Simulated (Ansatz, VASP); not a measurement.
# Fe: VASP beside Ansatz

```
Fe
1.0
     0.00000    1.94174    1.94545
     1.49844    0.00000    1.94545
     1.49844    1.94174    0.00000
Fe
1
Direct
  0.00000 0.00000 0.00000
```

Change from the starting cell: zz strain of -1 %, PAW files.

Alike in both runs: task electric field gradients; functional PBE; k mesh 16 × 16 × 16; occupations fermi-dirac, width 0.05 eV; collinear spin.

|  | VASP | Ansatz |
| --- | --- | --- |
| version | VASP 6.6.1 | Ansatz 0.2.0 |
| potentials or method | VASP PAW PBE potentials, release 64 (Fe) | PAW with Ansatz's default frozen-core files, scalar-relativistic |
| plane-wave cutoff (eV) | 520 | 420 |
| valence electrons in the cell | 8 | 16 |

|  | VASP | Ansatz | Ansatz less VASP |
| --- | --- | --- | --- |
| pressure (GPa) | 1.5 | 1.5 | +0.01 |
| traceless stress, the component that is largest in VASP (GPa) | -5.85 | -5.94 | -0.090 |
| net moment per atom (μB) | 2.21 | 2.18 | -0.025 |
| size of the moment on the site where the two differ most (μB) | 2.21 | 2.23 | +0.025 |
| size of Vzz on the site where it differs most (V/Å²) | 6.7 | 7.8 | +1.08 |

Site moments also hang on the region over which each program counts them. With one functional, cell and mesh, what is left measures potentials, basis and numerics. VASP's potentials hold 8 valence electrons a cell and Ansatz's 16, so a difference there can come from the potentials and not from the codes.
